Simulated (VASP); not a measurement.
# GaN (rocksalt type) (Fm-3m) in VASP: a series of runs

GaN (rocksalt type) is run at these levels: r2SCAN; tasks: single point.

Program: VASP 6.6.1. These are calculated values, not measurements. Logs are shortened: lines on timing, memory, paths and dates and some standing lists are left out, and cuts for length are marked.

## (1) The cell of the first run

It takes space group Fm-3m (No. 225, cubic). The conventional cell has a = 3.455 Å, b = 3.455 Å, c = 3.455 Å, α = 90.00°, β = 90.00°, γ = 90.00°. Within 2.3 Å of Ga (site symmetry m-3m) lie 6 N at 1.73 Å. N (site symmetry m-3m) has 6 Ga at 1.73 Å within 2.3 Å.

## (2) Single point, r2SCAN (5.16 Å³/atom)

POSCAR reads:

```
GaN
1.0
    0.0000000000      1.7276226841      1.7276226841
    1.7276226841      0.0000000000      1.7276226841
    1.7276226841      1.7276226841      0.0000000000
Ga N
1 1
Direct
    0.0000000000      0.0000000000      0.0000000000
    0.5000000000      0.5000000000      0.5000000000
```

INCAR.step1 reads:

```
SYSTEM = GaN
  PREC = Accurate
  ENCUT = 520
  ISMEAR = -1
  SIGMA = 0.1
  LREAL = .FALSE.
  LASPH = .TRUE.
  NELM = 100
  NBANDS = 16
  GGA = PE
  ALGO = Normal
  EDIFF = 1E-4
  LWAVE = .TRUE.
  LCHARG = .FALSE.
```

INCAR.step2 reads:

```
SYSTEM = GaN
  PREC = Accurate
  ENCUT = 520
  EDIFF = 1E-6
  ISMEAR = -1
  SIGMA = 0.1
  LREAL = .FALSE.
  LASPH = .TRUE.
  NELM = 100
  ALGO = Normal
  ISIF = 2
  LWAVE = .FALSE.
  LCHARG = .FALSE.
  METAGGA = R2SCAN
  LMIXTAU = .TRUE.
  NBANDS = 16
  ISTART = 1
```

KPOINTS reads:

```
Automatic mesh
0
G
  15 15 15
  0 0 0
```

Potentials or basis: VASP PAW PBE potentials, release 64 (Ga_d, N).

The run is started by

```
cat potpaw_PBE.64/Ga_d/POTCAR potpaw_PBE.64/N/POTCAR > POTCAR
cp INCAR.step1 INCAR
mpirun -np 1 vasp_std > vasp.out
cp INCAR.step2 INCAR
mpirun -np 1 vasp_std > vasp.out
```

OUTCAR:

```text
SYSTEM = GaN
   PREC = Accurate
   ENCUT = 520
   EDIFF = 1E-6
   ISMEAR = -1
   LREAL = .FALSE.
   LASPH = .TRUE.
   NELM = 100
   ISIF = 2
   METAGGA = R2SCAN
   ISTART = 1

 ion  position               nearest neighbor table
   1  0.000  0.000  0.000-   2 1.73   2 1.73   2 1.73   2 1.73   2 1.73   2 1.73
   2  0.500  0.500  0.500-   1 1.73   1 1.73   1 1.73   1 1.73   1 1.73   1 1.73

  LATTYP: Found a face centered cubic cell.
 ALAT       =     3.4552453682

  Lattice vectors:

 A1 = (   0.0000000000,   1.7276226841,   1.7276226841)
 A2 = (   1.7276226841,   0.0000000000,   1.7276226841)
 A3 = (   1.7276226841,   1.7276226841,   0.0000000000)

Analysis of symmetry for initial positions (statically):
=====================================================================
 Subroutine PRICEL returns:
 Original cell was already a primitive cell.

 Routine SETGRP: Setting up the symmetry group for a
 face centered cubic supercell.

 Subroutine GETGRP returns: Found 48 space group operations
 (whereof 48 operations were pure point group operations)
 out of a pool of 48 trial point group operations.

The static configuration has the point symmetry O_h .

Analysis of symmetry for dynamics (positions and initial velocities):
=====================================================================
 Subroutine PRICEL returns:
 Original cell was already a primitive cell.

 Routine SETGRP: Setting up the symmetry group for a
 face centered cubic supercell.

 Subroutine GETGRP returns: Found 48 space group operations
 (whereof 48 operations were pure point group operations)
 out of a pool of 48 trial point group operations.

The dynamic configuration has the point symmetry O_h .

 Subroutine INISYM returns: Found 48 space group operations
 (whereof 48 operations are pure point group operations),
 and found     1 'primitive' translations

----------------------------------------------------------------------------------------

                                     Primitive cell

  volume of cell :      10.3128

  direct lattice vectors                    reciprocal lattice vectors
     0.000000000  1.727622684  1.727622684    -0.289415047  0.289415047  0.289415047
     1.727622684  0.000000000  1.727622684     0.289415047 -0.289415047  0.289415047
     1.727622684  1.727622684  0.000000000     0.289415047  0.289415047 -0.289415047

  length of vectors
     2.443227431  2.443227431  2.443227431     0.501281566  0.501281566  0.501281566

  position of ions in fractional coordinates (direct lattice)
     0.000000000  0.000000000  0.000000000
     0.500000000  0.500000000  0.500000000

  ion indices of the primitive-cell ions
   primitive index   ion index
                 1           1
                 2           2

----------------------------------------------------------------------------------------

 KPOINTS: Automatic mesh

Automatic generation of k-mesh.
 Grid dimensions read from file:
 generate k-points for:   15   15   15

 Generating k-lattice:

  Cartesian coordinates                     Fractional coordinates (reciprocal lattice)
    -0.019294336  0.019294336  0.019294336     0.066666667  0.000000000  0.000000000
     0.019294336 -0.019294336  0.019294336     0.000000000  0.066666667  0.000000000
     0.019294336  0.019294336 -0.019294336     0.000000000  0.000000000  0.066666667

  Length of vectors
     0.033418771  0.033418771  0.033418771

  Shift w.r.t. Gamma in fractional coordinates (k-lattice)
     0.000000000  0.000000000  0.000000000

 Subroutine IBZKPT returns following result:
 ===========================================

 Found    120 irreducible k-points:

 Following reciprocal coordinates:
            Coordinates               Weight
  0.000000  0.000000  0.000000      1.000000
  0.066667  0.000000  0.000000      8.000000
  0.133333  0.000000  0.000000      8.000000
  0.200000  0.000000  0.000000      8.000000
  0.266667  0.000000  0.000000      8.000000
  0.333333  0.000000  0.000000      8.000000
[... 16 lines left out ...]
  0.133333  0.133333  0.000000      6.000000
  0.200000  0.133333  0.000000     24.000000
 [... further k-points ...]
   k-points           NKPTS =    120   k-points in BZ     NKDIM =    120   number of bands    NBANDS=     16
   number of dos      NEDOS =    301   number of ions     NIONS =      2
   total plane-waves  NPLWV =   5832
   dimension x,y,z NGX =    18 NGY =   18 NGZ =   18
   dimension x,y,z NGXF=    36 NGYF=   36 NGZF=   36
   ions per type =               1   1
   NGX,Y,Z   is equivalent  to a cutoff of  12.25, 12.25, 12.25 a.u.
   NGXF,Y,Z  is equivalent  to a cutoff of  24.50, 24.50, 24.50 a.u.
 SYSTEM =  GaN
   PREC   = accura    normal or accurate (medium, high low for compatibility)
   ISTART =      1    job   : 0-new  1-cont  2-samecut
   ICHARG =      0    charge: 1-file 2-atom 10-const
   ISPIN  =      1    spin polarized calculation?
   LNONCOLLINEAR =      F non collinear calculations
   LSORBIT =      F    spin-orbit coupling
   LASPH  =      T    aspherical Exc in radial PAW
   ENCUT  =  520.0 eV  38.22 Ry    6.18 a.u.   4.54  4.54  4.54*2*pi/ulx,y,z
   NELM   =    100;   NELMIN=  2; NELMDL=  0     # of ELM steps
   EDIFF  = 0.1E-05   stopping-criterion for ELM
   LREAL  =      F    real-space projection
   EDIFFG = 0.1E-04   stopping-criterion for IOM
   NSW    =      0    number of steps for IOM
   IBRION =     -1    ionic relax: 0-MD 1-quasi-New 2-CG
   NFREE  =      0    steps in history (QN), initial steepest desc. (CG)
   ISIF   =      2    stress and relaxation
   ISYM   =      2    0-nonsym 1-usesym 2-fastsym
   POTIM  = 0.5000    time-step for ionic-motion
   TEBEG  =    0.0;   TEEND  =   0.0 temperature during run
   PSTRESS=    0.0 pullay stress
   NELECT =      18.0000    total number of electrons
   NUPDOWN=      -1.0000    fix difference up-down
   EMIN   =  10.00;   EMAX   =-10.00  energy-range for DOS
   EFERMI =   0.00;   METHOD = LEGACY
   ISMEAR =    -1;   SIGMA  =   0.10  broadening in eV -4-tet -1-fermi 0-gaus
   EFERMI_NEDOS =   21; number of points for ismear=-14 and -15
   IALGO  =     38    algorithm
   IMIX   =      4    mixing-type and parameters
     AMIX     =   0.40;   BMIX     =  1.00
     AMIX_MAG =   1.60;   BMIX_MAG =  1.00
  volume/ion in A,a.u.               =       5.16        34.80
  Fermi-wavevector in a.u.,A,eV,Ry     =   1.971091  3.724823 52.861375  3.885201
  Thomas-Fermi vector in A             =   2.993693
   LORBIT       =      0    0 simple, 1 ext, 2 COOP (PROOUT), +10 PAW based schemes
   METAGGA = R2SCAN    functional components
   LHFCALC =     F    Hartree Fock is set to
   AEXX    =    0.0000 exact exchange contribution
   IVDW    =     0    specifies the selected vdW correction
   LEPSILON=     F    determine dielectric tensor
   LRPA    =     F    only Hartree local field effects (RPA)
 non-spin polarized calculation
  energy-cutoff  :      520.00
  volume of cell :       10.31
 maximum number of plane-waves:       291
   NGX =  9   NGY =  9   NGZ =  9

 number of electron      17.9999988 magnetization

 Free energy of the ion-electron system (eV)
  ---------------------------------------------------
  ext. energy  EPLUGINS =         0.00000000
  ---------------------------------------------------
  free energy    TOTEN  =       -12.45727247 eV

  energy without entropy =      -12.45727247  energy(sigma->0) =      -12.45727247

 E-fermi :  20.2339     XC(G=0): -18.5958

 val. band max:       18.1727708287   @ k =   0.4667   0.0000   0.0000
 cond. band min:      24.3715953823   @ k =   0.4667   0.4667   0.0000
 fundamental gap:      6.1988245537
 Fermi energy:        20.2339446769

 k-point     1 :       0.0000    0.0000    0.0000
  band No.  band energies     occupation
      1      -8.5392      2.00000
      2       2.5360      2.00000
      3       2.5361      2.00000
      4       2.5361      2.00000
      5       2.9227      2.00000
      6       2.9227      2.00000
[... 8 lines left out ...]
     15      46.3909      0.00000
     16      46.3909      0.00000

 k-point     2 :       0.0667    0.0000    0.0000
  band No.  band energies     occupation
      1      -8.3867      2.00000
      2       2.4941      2.00000
      3       2.5536      2.00000
      4       2.5537      2.00000
      5       2.8711      2.00000
      6       2.8711      2.00000
[... 8 lines left out ...]
     15      44.8224      0.00000
     16      44.8224      0.00000

 k-point     3 :       0.1333    0.0000    0.0000
  band No.  band energies     occupation
      1      -7.9336      2.00000
      2       2.3679      2.00000
      3       2.5074      2.00000
      4       2.5074      2.00000
      5       2.8278      2.00000
      6       2.8278      2.00000
[... 8 lines left out ...]
     15      43.2036      0.00000
     16      43.2037      0.00000

 k-point     4 :       0.2000    0.0000    0.0000
  band No.  band energies     occupation
      1      -7.1952      2.00000
      2       2.1522      2.00000
      3       2.2703      2.00000
      4       2.2703      2.00000
      5       2.9494      2.00000
      6       2.9494      2.00000
[... 8 lines left out ...]
     15      43.0559      0.00000
     16      43.0560      0.00000
[... 324 lines left out ...]
 k-point    22 :      -0.0667    0.0667    0.0000
  band No.  band energies     occupation
      1      -8.1347      2.00000
      2       2.4347      2.00000
      3       2.5291      2.00000
      4       2.6015      2.00000
      5       2.6899      2.00000
      6       2.9182      2.00000
[... 8 lines left out ...]
     15      42.0341      0.00000
     16      45.0535      0.00000

 k-point    23 :       0.1333    0.1333    0.0000
  band No.  band energies     occupation
      1      -7.7458      2.00000
      2       2.3127      2.00000
      3       2.3646      2.00000
      4       2.6470      2.00000
      5       2.6470      2.00000
      6       3.0022      2.00000
[... 8 lines left out ...]
     15      44.0758      0.00000
     16      49.6177      0.00000

 k-point    24 :       0.2000    0.1333    0.0000
  band No.  band energies     occupation
      1      -7.2224      2.00000
      2       2.0169      2.00000
      3       2.2511      2.00000
      4       2.6364      2.00000
      5       2.7545      2.00000
      6       3.0703      2.00000
[... 8 lines left out ...]
     15      45.7464      0.00000
     16      48.6014      0.00000

 [... further k-points ...]

------------------------ aborting loop because EDIFF is reached ----------------------------------------

  FORCE on cell =-STRESS in cart. coord.  units (eV):
  Direction    XX          YY          ZZ          XY          YZ          ZX
  --------------------------------------------------------------------------------------
  -------------------------------------------------------------------------------------
  Total       34.7663729     34.7663729     34.7663729      0.0000000      0.0000000     -0.0000000
  in kB     5401.2375377   5401.2375377   5401.2375377      0.0000000      0.0000000     -0.0000000
  external PRESSURE =    5401.2375377 kB  Pullay stress =       0.0000000 kB

 VOLUME and BASIS-vectors are now :
 -----------------------------------------------------------------------------
  energy-cutoff  :      520.00
  volume of cell :       10.31
      direct lattice vectors                 reciprocal lattice vectors
     0.000000000  1.727622684  1.727622684    -0.289415047  0.289415047  0.289415047
     1.727622684  0.000000000  1.727622684     0.289415047 -0.289415047  0.289415047
     1.727622684  1.727622684  0.000000000     0.289415047  0.289415047 -0.289415047

 POSITION                                       TOTAL-FORCE (eV/Angst)
 -----------------------------------------------------------------------------------
      0.00000      0.00000      0.00000         0.000000      0.000000     -0.000000
      1.72762      1.72762      1.72762        -0.000000     -0.000000      0.000000
 -----------------------------------------------------------------------------------
    total drift:                               -0.000000      0.000000      0.000000

  FREE ENERGIE OF THE ION-ELECTRON SYSTEM (eV)
  ---------------------------------------------------
  free  energy   TOTEN  =       -12.4572724676 eV

  energy  without entropy=      -12.4572724675  energy(sigma->0) =      -12.45727247
```

Wall time 2.3 min (1 thread of Intel Xeon 8259CL, shared host); peak memory 0.14 GiB.

What came out:

```
Free energy            : -12.4573 eV
Pressure               : 540.1 GPa
Band gap on the k mesh : 6.20 eV (least direct gap 7.65 eV)
```

Levels at points of the mesh, in eV from the valence-band top:
| k point | band 6 | band 7 | band 8 | band 9 | band 10 | band 11 | band 12 | band 13 |
| --- | --- | --- | --- | --- | --- | --- | --- | --- |
| (0.00, 0.00, 0.00) | -15.25 | -2.15 | -2.15 | -2.15 | 12.16 | 18.52 | 19.64 | 19.64 |

Caveat: the cell stands under pressure; the PAW data sets were made with another functional, which shifts forces and pressure a little; an odd mesh through Γ misses points on the zone boundary, where band edges can lie.

## (3) Single point, r2SCAN (5.16 Å³/atom)

POSCAR is that of step 2.

INCAR.step1 reads:

```
PREC = Accurate
ENCUT = 520
ISMEAR = -1
SIGMA = 0.1
LREAL = False
LASPH = True
NELM = 80
NBANDS = 16
GGA = PE
ALGO = Normal
EDIFF = 1E-4
LWAVE = True
LCHARG = False
```

INCAR.step2 reads:

```
PREC = Accurate
ENCUT = 520
EDIFF = 1E-6
ISMEAR = -1
SIGMA = 0.1
LREAL = False
LASPH = True
NELM = 80
ALGO = Normal
ISIF = 2
LWAVE = False
LCHARG = False
METAGGA = R2SCAN
LMIXTAU = True
NBANDS = 16
ISTART = 1
```

KPOINTS reads:

```
regular mesh
0
Gamma
  15 15 15
```

Potentials or basis: VASP PAW PBE potentials, release 64 (Ga_d, N).

The run is started by

```
cat potpaw_PBE.64/Ga_d/POTCAR potpaw_PBE.64/N/POTCAR > POTCAR
cp INCAR.step1 INCAR
mpirun -np 1 vasp_std > vasp.out
cp INCAR.step2 INCAR
mpirun -np 1 vasp_std > vasp.out
```

Run time: 2.1 min. Hardware: 1 thread of Intel Xeon 8259CL, shared host; peak memory 0.14 GiB.

Results (log left out):

```yaml
Free_energy: -12.4573 eV
Pressure: 540.1 GPa
Band_gap_on_the_k_mesh: 6.20 eV (least direct gap 7.65 eV)
```

Levels at points of the mesh, in eV from the valence-band top:
```
           k point  band 7  band 8  band 9  band 10  band 11  band 12
(0.00, 0.00, 0.00)   -2.15   -2.15   -2.15    12.16    18.52    19.64
```

Caveat: the cell stands under pressure; the PAW data sets were made with another functional, which shifts forces and pressure a little; an odd mesh through Γ misses points on the zone boundary, where band edges can lie.
